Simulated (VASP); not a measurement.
AsPdPtS2:

```
CELL_PARAMETERS angstrom
3.79663 0.00000 0.00000
1.89831 -8.02386 0.00000
0.00000 0.00000 -5.91530
ATOMIC_POSITIONS crystal
Pt 0.23300 0.64000 0.75000
Pt 0.87300 0.36000 0.25000
Pd 0.50600 0.09200 0.75100
Pd 0.59800 0.90800 0.25100
As 0.28200 0.54000 0.13300
As 0.82200 0.46000 0.63300
S 0.46600 0.16800 0.35000
S 0.63400 0.83200 0.85000
S 0.16600 0.76800 0.35000
S 0.93400 0.23200 0.85000
```

Base run:

* Program: VASP 6.6.1
* Functional: r2SCAN
* Potentials or basis: VASP PAW PBE potentials, release 64 (Pt, Pd, As, S)
* Cutoff: 520 eV
* k mesh: 5 × 5 × 3
* Occupations: fermi-dirac, width 0.1 eV
* Spin: no spin polarisation

Its results: band gap on the k mesh zero (band 37 reaches 7.57 eV, above the bottom of band 38 at 7.08 eV); pressure 4.2 GPa; largest force 1.989 eV/Å.

Task: The run is repeated on the same cell with these changes: functional from r2SCAN to revPBE. What comes out?

Result: Band gap on the k mesh zero (band 37 reaches 7.77 eV, above the bottom of band 38 at 7.27 eV); pressure 8.8 GPa; largest force 2.047 eV/Å.

Caveats: the PAW data sets were made with another functional, which shifts forces and pressure a little; spin-orbit coupling is left out, which moves the levels of the heavy elements.
